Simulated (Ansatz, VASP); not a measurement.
# Cr in VASP and in Ansatz

```xyz
3
Lattice="4.3437 0.0000 0.0000 -2.1719 3.7618 0.0000 0.0000 0.0000 2.3499" Properties=species:S:1:pos:R:3 pbc="T T T"
Cr    4.3437    0.0000    0.0000
Cr    0.0000    2.5079    1.1750
Cr    2.1719    1.2539    1.1750
```

Alike in both runs: task single point; functional PBE; k mesh 10 × 10 × 15; occupations fermi-dirac, width 0.1 eV; no spin polarisation.

|  | VASP | Ansatz |
| --- | --- | --- |
| version | VASP 6.6.1 | Ansatz 0.2.0 |
| potentials or method | VASP PAW PBE potentials, release 64 (Cr_pv), cutoff 520 eV | plane waves (420 eV) with PAW, scalar-relativistic |
| valence electrons in the cell | 36 | 42 |

Ansatz gave:

* pressure (GPa): -15.3
* traceless stress, the component that is largest in VASP (GPa): -0.37

**Question.** What did VASP give for the same quantities?

**Answer.** Pressure (GPa): -15.7; traceless stress, the component that is largest in VASP (GPa): -0.44.

VASP's potentials hold 36 valence electrons a cell and Ansatz's 42, so a difference there can come from the potentials and not from the codes.
